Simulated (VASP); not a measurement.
# Mg (P6_3/mmc) in VASP: further runs

Mg is run at these levels: LDA; tasks: single point, relaxation of cell and atoms.

All numbers are computed with VASP 6.6.1; they aren't measurements. Logs are shortened: lines on timing, memory, paths and dates and some standing lists are left out, and cuts for length are marked.

### 1 The cell of the first run

Symmetry: P6_3/mmc, No. 194, hexagonal system. Conventional cell: a = 3.132 Å, b = 3.132 Å, c = 5.087 Å, α = 90.00°, β = 90.00°, γ = 120.00°. Within 4.1 Å of Mg (site symmetry -6m2) lie 12 Mg at 3.12 to 3.13 Å.

### 2 Single point, LDA

The input, INCAR:

```
SYSTEM = Mg
PREC     = Accurate       ! precision mode
ENCUT    = 520            ! plane-wave cutoff, eV
EDIFF    = 1E-6           ! SCF threshold, eV
ISMEAR   = 0              ! smearing method
SIGMA    = 0.1            ! smearing width, eV
LREAL    = .False.        ! projectors in reciprocal space
LASPH    = .True.         ! aspherical terms in the spheres
NELM     = 60             ! most SCF steps
ALGO     = Fast           ! electronic algorithm
ISIF     = 2              ! what is computed and relaxed
LWAVE    = .False.        ! write WAVECAR
LCHARG   = .True.         ! write CHGCAR
GGA      = CA             ! functional
LELF     = .True.         ! ELF
LVHAR    = .True.       
NBANDS   = 9              ! bands
```

The input, KPOINTS:

```
regular mesh
0
Gamma
  21 21 12
  0 0 0
```

The input, POSCAR:

```
Mg
1.0
    3.1322370595      0.0000000000      0.0000000000
   -1.5661185298      2.7125968642      0.0000000000
    0.0000000000      0.0000000000      5.0868801371
Mg
2
Direct
    0.3333333333      0.6666666667      0.2500000000
    0.6666666667      0.3333333333      0.7500000000
```

Potentials or basis: VASP PAW LDA potentials, release 64 (Mg).

Launch:

```bash
> cat potpaw_LDA.64/Mg/POTCAR > POTCAR
> mpirun -np 1 vasp_std > vasp.out
```

OUTCAR:

```text
SYSTEM = Mg
   PREC = Accurate
   ENCUT = 520
   EDIFF = 1E-6
   ISMEAR = 0
   LREAL = .False.
   LASPH = .True.
   NELM = 60
   ISIF = 2
   GGA = CA

 ion  position               nearest neighbor table
   1  0.333  0.667  0.250-   2 3.12   2 3.12   2 3.12   2 3.12   2 3.12   2 3.12
   2  0.667  0.333  0.750-   1 3.12   1 3.12   1 3.12   1 3.12   1 3.12   1 3.12

  LATTYP: Found a hexagonal cell.
 ALAT       =     3.1322370595
 C/A-ratio  =     1.6240405948

  Lattice vectors:

 A1 = (   3.1322370595,   0.0000000000,   0.0000000000)
 A2 = (  -1.5661185298,   2.7125968642,   0.0000000000)
 A3 = (   0.0000000000,   0.0000000000,   5.0868801371)

Analysis of symmetry for initial positions (statically):
=====================================================================
 Subroutine PRICEL returns:
 Original cell was already a primitive cell.

 Routine SETGRP: Setting up the symmetry group for a
 hexagonal supercell.

 Subroutine GETGRP returns: Found 24 space group operations
 (whereof 12 operations were pure point group operations)
 out of a pool of 24 trial point group operations.

The static configuration has the point symmetry D_3d.
 The point group associated with its full space group is D_6h.

Analysis of symmetry for dynamics (positions and initial velocities):
=====================================================================
 Subroutine PRICEL returns:
 Original cell was already a primitive cell.

 Routine SETGRP: Setting up the symmetry group for a
 hexagonal supercell.

 Subroutine GETGRP returns: Found 24 space group operations
 (whereof 12 operations were pure point group operations)
 out of a pool of 24 trial point group operations.

The dynamic configuration has the point symmetry D_3d.
 The point group associated with its full space group is D_6h.

 Subroutine INISYM returns: Found 24 space group operations
 (whereof 12 operations are pure point group operations),
 and found     1 'primitive' translations

----------------------------------------------------------------------------------------

                                     Primitive cell

  volume of cell :      43.2207

  direct lattice vectors                    reciprocal lattice vectors
     3.132237059  0.000000000  0.000000000     0.319260637  0.184325215  0.000000000
    -1.566118530  2.712596864  0.000000000     0.000000000  0.368650430  0.000000000
     0.000000000  0.000000000  5.086880137     0.000000000  0.000000000  0.196584148

  length of vectors
     3.132237059  3.132237060  5.086880137     0.368650430  0.368650430  0.196584148

  position of ions in fractional coordinates (direct lattice)
     0.333333333  0.666666667  0.250000000
     0.666666667  0.333333333  0.750000000

  ion indices of the primitive-cell ions
   primitive index   ion index
                 1           1
                 2           2

----------------------------------------------------------------------------------------

 KPOINTS: regular mesh

Automatic generation of k-mesh.
 Grid dimensions read from file:
 generate k-points for:   21   21   12

 Generating k-lattice:

  Cartesian coordinates                     Fractional coordinates (reciprocal lattice)
     0.015202887  0.008777391  0.000000000     0.047619048  0.000000000  0.000000000
     0.000000000  0.017554782  0.000000000     0.000000000  0.047619048  0.000000000
     0.000000000  0.000000000  0.016382012     0.000000000  0.000000000  0.083333333

  Length of vectors
     0.017554782  0.017554782  0.016382012

  Shift w.r.t. Gamma in fractional coordinates (k-lattice)
     0.000000000  0.000000000  0.000000000

 Subroutine IBZKPT returns following result:
 ===========================================

 Found    336 irreducible k-points:

 Following reciprocal coordinates:
            Coordinates               Weight
  0.000000  0.000000  0.000000      1.000000
  0.047619  0.000000  0.000000      6.000000
  0.095238  0.000000  0.000000      6.000000
  0.142857  0.000000  0.000000      6.000000
  0.190476  0.000000  0.000000      6.000000
  0.238095  0.000000  0.000000      6.000000
[... 16 lines left out ...]
  0.142857  0.095238  0.000000     12.000000
  0.190476  0.095238  0.000000     12.000000
 [... further k-points ...]
   k-points           NKPTS =    336   k-points in BZ     NKDIM =    336   number of bands    NBANDS=      9
   number of dos      NEDOS =    301   number of ions     NIONS =      2
   total plane-waves  NPLWV =  23040
   dimension x,y,z NGX =    24 NGY =   24 NGZ =   40
   dimension x,y,z NGXF=    48 NGYF=   48 NGZF=   80
   ions per type =               2
   NGX,Y,Z   is equivalent  to a cutoff of  12.74, 12.74, 13.07 a.u.
   NGXF,Y,Z  is equivalent  to a cutoff of  25.48, 25.48, 26.15 a.u.
 SYSTEM =  Mg
   PREC   = accura    normal or accurate (medium, high low for compatibility)
   ISTART =      0    job   : 0-new  1-cont  2-samecut
   ICHARG =      2    charge: 1-file 2-atom 10-const
   ISPIN  =      1    spin polarized calculation?
   LNONCOLLINEAR =      F non collinear calculations
   LSORBIT =      F    spin-orbit coupling
   LASPH  =      T    aspherical Exc in radial PAW
   ENCUT  =  520.0 eV  38.22 Ry    6.18 a.u.   5.82  5.82  9.46*2*pi/ulx,y,z
   NELM   =     60;   NELMIN=  2; NELMDL= -5     # of ELM steps
   EDIFF  = 0.1E-05   stopping-criterion for ELM
   LREAL  =      F    real-space projection
   EDIFFG = 0.1E-04   stopping-criterion for IOM
   NSW    =      0    number of steps for IOM
   IBRION =     -1    ionic relax: 0-MD 1-quasi-New 2-CG
   NFREE  =      0    steps in history (QN), initial steepest desc. (CG)
   ISIF   =      2    stress and relaxation
   ISYM   =      2    0-nonsym 1-usesym 2-fastsym
   POTIM  = 0.5000    time-step for ionic-motion
   TEBEG  =    0.0;   TEEND  =   0.0 temperature during run
   PSTRESS=    0.0 pullay stress
   NELECT =       4.0000    total number of electrons
   NUPDOWN=      -1.0000    fix difference up-down
   EMIN   =  10.00;   EMAX   =-10.00  energy-range for DOS
   EFERMI =   0.00;   METHOD = LEGACY
   ISMEAR =     0;   SIGMA  =   0.10  broadening in eV -4-tet -1-fermi 0-gaus
   EFERMI_NEDOS =   21; number of points for ismear=-14 and -15
   IALGO  =     68    algorithm
   IMIX   =      4    mixing-type and parameters
     AMIX     =   0.40;   BMIX     =  1.00
     AMIX_MAG =   1.60;   BMIX_MAG =  1.00
  volume/ion in A,a.u.               =      21.61       145.83
  Fermi-wavevector in a.u.,A,eV,Ry     =   0.740510  1.399361  7.460827  0.548355
  Thomas-Fermi vector in A             =   1.834930
   LORBIT       =      0    0 simple, 1 ext, 2 COOP (PROOUT), +10 PAW based schemes
   GGA     = CA    functional components
   LHFCALC =     F    Hartree Fock is set to
   AEXX    =    0.0000 exact exchange contribution
   IVDW    =     0    specifies the selected vdW correction
   LEPSILON=     F    determine dielectric tensor
   LRPA    =     F    only Hartree local field effects (RPA)
 non-spin polarized calculation
 RMM-DIIS sequential band-by-band and
 Gauss-broadening in eV      SIGMA  =   0.10
  energy-cutoff  :      520.00
  volume of cell :       43.22
 maximum number of plane-waves:      1186
 NGX is ok and might be reduce to    24
   NGX = 11   NGY = 11   NGZ = 19

 number of electron       4.0000000 magnetization

 Free energy of the ion-electron system (eV)
  ---------------------------------------------------
  ext. energy  EPLUGINS =         0.00000000
  ---------------------------------------------------
  free energy    TOTEN  =        -3.62378908 eV

  energy without entropy =       -3.61995486  energy(sigma->0) =       -3.62187197

 E-fermi :   2.7830     XC(G=0):  -8.8766

 val. band max:        2.7809078312   @ k =   0.3333   0.2857   0.4167
 cond. band min:       2.7938793602   @ k =   0.3333   0.1429   0.0000
 fundamental gap:      0.0129715290
 Fermi energy:         2.7830220149

 k-point     1 :       0.0000    0.0000    0.0000
  band No.  band energies     occupation
      1      -4.3927      2.00000
      2       1.0379      2.00000
      3       1.5143      2.00000
      4      14.0411      0.00000
      5      14.0411      0.00000
      6      14.2098      0.00000
      7      14.2098      0.00000
      8      14.9558      0.00000
      9      16.7350      0.00000

 k-point     2 :       0.0476    0.0000    0.0000
  band No.  band energies     occupation
      1      -4.3463      2.00000
      2       1.0799      2.00000
      3       1.5594      2.00000
      4      12.8525      0.00000
      5      13.3601      0.00000
      6      14.1283      0.00000
      7      14.9548      0.00000
      8      15.5139      0.00000
      9      17.2711      0.00000

 k-point     3 :       0.0952    0.0000    0.0000
  band No.  band energies     occupation
      1      -4.2071      2.00000
      2       1.2060      2.00000
      3       1.6942      2.00000
      4      11.3561      0.00000
      5      12.6745      0.00000
      6      13.5022      0.00000
      7      15.8062      0.00000
      8      15.8566      0.00000
      9      16.1750      0.00000

 k-point     4 :       0.1429    0.0000    0.0000
  band No.  band energies     occupation
      1      -3.9756      2.00000
      2       1.4163      2.00000
      3       1.9168      2.00000
      4       9.8641      0.00000
      5      12.0633      0.00000
      6      12.7786      0.00000
      7      14.7132      0.00000
      8      15.4053      0.00000
      9      16.4889      0.00000
[... 205 lines left out ...]
 k-point    22 :       0.0952    0.0952    0.0000
  band No.  band energies     occupation
      1      -3.8370      2.00000
      2       1.5425      2.00000
      3       2.0491      2.00000
      4       9.8094      0.00000
      5      10.1679      0.00000
      6      14.5198      0.00000
      7      14.5326      0.00000
      8      14.8507      0.00000
      9      15.2871      0.00000

 k-point    23 :       0.1429    0.0952    0.0000
  band No.  band energies     occupation
      1      -3.5144      2.00000
      2       1.8372      2.00000
      3       2.3534      2.00000
      4       8.5103      0.00000
      5       9.4441      0.00000
      6      13.3100      0.00000
      7      13.6426      0.00000
      8      14.4638      0.00000
      9      14.8468      0.00000

 k-point    24 :       0.1905    0.0952    0.0000
  band No.  band energies     occupation
      1      -3.1013      2.00000
      2       2.2164      2.00000
      3       2.7324      1.52626
      4       7.1649      0.00000
      5       8.9093      0.00000
      6      11.9872      0.00000
      7      12.5880      0.00000
      8      13.8880      0.00000
      9      14.5419      0.00000

 [... further k-points ...]

------------------------ aborting loop because EDIFF is reached ----------------------------------------

  FORCE on cell =-STRESS in cart. coord.  units (eV):
  Direction    XX          YY          ZZ          XY          YZ          ZX
  --------------------------------------------------------------------------------------
  -------------------------------------------------------------------------------------
  Total       -0.0871426     -0.0871426     -0.0907416      0.0000000      0.0000000      0.0000000
  in kB       -3.2303528     -3.2303528     -3.3637632      0.0000000      0.0000000      0.0000000
  external PRESSURE =      -3.2748229 kB  Pullay stress =       0.0000000 kB

 VOLUME and BASIS-vectors are now :
 -----------------------------------------------------------------------------
  energy-cutoff  :      520.00
  volume of cell :       43.22
      direct lattice vectors                 reciprocal lattice vectors
     3.132237059  0.000000000  0.000000000     0.319260637  0.184325215  0.000000000
    -1.566118530  2.712596864  0.000000000     0.000000000  0.368650430  0.000000000
     0.000000000  0.000000000  5.086880137     0.000000000  0.000000000  0.196584148

 POSITION                                       TOTAL-FORCE (eV/Angst)
 -----------------------------------------------------------------------------------
     -0.00000      1.80840      1.27172         0.000000     -0.000000      0.000000
      1.56612      0.90420      3.81516        -0.000000      0.000000      0.000000
 -----------------------------------------------------------------------------------
    total drift:                               -0.000000      0.000000     -0.000000

  FREE ENERGIE OF THE ION-ELECTRON SYSTEM (eV)
  ---------------------------------------------------
  free  energy   TOTEN  =        -3.6237890757 eV

  energy  without entropy=       -3.6199548566  energy(sigma->0) =       -3.62187197
```

Run time: 26 s. Hardware: 1 thread of Intel Xeon 6975P-C (Granite Rapids), shared host; peak memory 0.23 GiB.

Results:

- Free energy: -3.6238 eV
- Pressure: -0.3 GPa
- Band gap on the k mesh: zero (bands 2 and 3 overlap by 2.42 eV)

Levels at points of the mesh, in eV from the Fermi level:
| k point | band 1 | band 2 | band 3 | band 4 | band 5 | band 6 | band 7 |
| --- | --- | --- | --- | --- | --- | --- | --- |
| (0.00, 0.00, 0.00) | -7.18 | -1.75 | -1.27 | 11.26 | 11.26 | 11.43 | 11.43 |
| (0.00, 0.00, 0.50) | -5.73 | -5.73 | 5.20 | 5.20 | 12.01 | 12.01 | 12.01 |

### 3 Single point, LDA

This run uses another cell than the first one, of 21.66 Å³/atom.

The input, INCAR:

```
PREC     = Accurate       # precision mode
ENCUT    = 520            # plane-wave cutoff, eV
EDIFF    = 1E-6           # SCF threshold, eV
ISMEAR   = -1             # smearing method
SIGMA    = 0.15           # smearing width, eV
LREAL    = F              # projectors in reciprocal space
LASPH    = T              # aspherical terms in the spheres
NELM     = 60             # most SCF steps
ALGO     = Fast           # electronic algorithm
ISIF     = 2              # what is computed and relaxed
LWAVE    = F              # write WAVECAR
LCHARG   = T              # write CHGCAR
LELF     = T              # ELF
LVHAR    = T            
NBANDS   = 9              # bands
```

The input, KPOINTS:

```
regular mesh
0
Gamma
  21 21 12
```

The input, POSCAR:

```
Mg
1.0
    3.1343483070      0.0000000000      0.0000000000
   -1.5671741535      2.7144252582      0.0000000000
    0.0000000000      0.0000000000      5.0922460435
Mg
2
Direct
    0.3333333333      0.6666666667      0.2500000000
    0.6666666667      0.3333333333      0.7500000000
```

Potentials or basis: VASP PAW LDA potentials, release 64 (Mg).

Launch:

```bash
> cat potpaw_LDA.64/Mg/POTCAR > POTCAR
> mpirun -np 1 vasp_std > vasp.out
```

Wall time 28 s (1 thread of Intel Xeon 6975P-C (Granite Rapids), shared host); peak memory 0.23 GiB.

It converged, with:

```yaml
Free_energy: -3.6505 eV
Pressure: -0.3 GPa
Band_gap_on_the_k_mesh: zero (bands 2 and 3 overlap by 2.42 eV)
```

Levels at points of the mesh, in eV from the Fermi level:
```tsv
k point	band 1	band 2	band 3	band 4	band 5	band 6
(0.00, 0.00, 0.00)	-7.17	-1.75	-1.28	11.24	11.24	11.40
(0.00, 0.00, 0.50)	-5.73	-5.73	5.17	5.17	11.99	11.99
```

[end of part 1 of 2]
